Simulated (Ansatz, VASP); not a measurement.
**YFeC4N4 in VASP and in Ansatz**

The input INCAR:

```
  PREC = Accurate
  ENCUT = 520
  EDIFF = 1E-6
  ISMEAR = 0
  SIGMA = 0.1
  LREAL = F
  LASPH = T
  NELM = 150
  ALGO = Normal
  ISIF = 2
  LWAVE = F
  LCHARG = F
  ISPIN = 2
  MAGMOM = 0 4 0 0 0 0 0 0 0 0
  LORBIT = 11
  LMAXMIX = 4
  GGA = PE
  NBANDS = 42
```

Contents of KPOINTS:

```
regular mesh
0
Gamma
  4 4 4
```

File POSCAR:

```
YFeC4N4
1.0
    6.1406974600      0.0000000000      0.0000000000
    0.0000000000      6.1406974600      0.0000000000
    0.0000000000      0.0000000000      6.1406974600
Y Fe C N
1 1 4 4
Direct
    0.5000000000      0.5000000000      0.5000000000
    0.0000000000      0.0000000000      0.0000000000
    0.1822113600      0.1822113600      0.1822113600
    0.1822113600      0.8177886400      0.8177886400
    0.8177886400      0.1822113600      0.8177886400
    0.8177886400      0.8177886400      0.1822113600
    0.2922151200      0.2922151200      0.2922151200
    0.2922151200      0.7077848800      0.7077848800
    0.7077848800      0.2922151200      0.7077848800
    0.7077848800      0.7077848800      0.2922151200
```

Input for Ansatz:

```yaml
crystal:
  lattice:
    - [6.14069746, 0.0, 0.0]
    - [0.0, 6.14069746, 0.0]
    - [0.0, 0.0, 6.14069746]
  atoms:
    - { symbol: "Y", position: [0.5, 0.5, 0.5] }
    - { symbol: Fe, position: [0.0, 0.0, 0.0], spin: 4.0 }
    - { symbol: C, position: [0.18221136, 0.18221136, 0.18221136] }
    - { symbol: C, position: [0.18221136, 0.81778864, 0.81778864] }
    - { symbol: C, position: [0.81778864, 0.18221136, 0.81778864] }
    - { symbol: C, position: [0.81778864, 0.81778864, 0.18221136] }
    - { symbol: "N", position: [0.29221512, 0.29221512, 0.29221512] }
    - { symbol: "N", position: [0.29221512, 0.70778488, 0.70778488] }
    - { symbol: "N", position: [0.70778488, 0.29221512, 0.70778488] }
    - { symbol: "N", position: [0.70778488, 0.70778488, 0.29221512] }
basis:
  ecutwfc: 420
kpoints:
  mp_grid: { grid: [4, 4, 4] }
hamiltonian:
  xc: pbe
scf:
  occupations: { method: gaussian, width: 0.1 }
  lower_state_search: "off"
output:
  forces: true
  stress: true
  eigenvalues: true
  populations: true
magnetization:
  spin_polarized: true
```

Alike in both runs: task single point; functional PBE; k mesh 4 × 4 × 4; occupations gaussian, width 0.1 eV; collinear spin.

|  | VASP | Ansatz |
| --- | --- | --- |
| version | VASP 6.6.1 | Ansatz 0.2.0 |
| potentials or method | VASP PAW PBE potentials, release 64 (Y_sv, Fe, C, N), cutoff 520 eV | scalar-relativistic, plane waves, PAW |
| valence electrons in the cell | 55 | 63 |

Ansatz gave:

| Item | Value |
| --- | --- |
| gap on the k mesh at the Fermi level (eV) | 0.84 |
| least direct gap on the mesh (eV) | 0.84 |
| pressure (GPa) | 1.8 |
| rms of the force components (eV/Å) | 0.757 |
| net moment per atom (μB) | 0.30 |
| size of the moment on the site where the two differ most (μB) | 1.99 |

Problem. Which values does VASP return?

Solution. gap on the k mesh at the Fermi level (eV): 0.84; least direct gap on the mesh (eV): 0.84; pressure (GPa): 2.2; rms of the force components (eV/Å): 0.931; net moment per atom (μB): 0.30; size of the moment on the site where the two differ most (μB): 2.30.

Site moments also hang on the region over which each program counts them. Atom by atom the forces differ by 0.183 eV/Å (rms over components). VASP's potentials hold 55 valence electrons a cell and Ansatz's 63, so a difference there can come from the potentials and not from the codes.

Noted on VASP's run: the standard files for N, O and F lose accuracy on very short bonds.
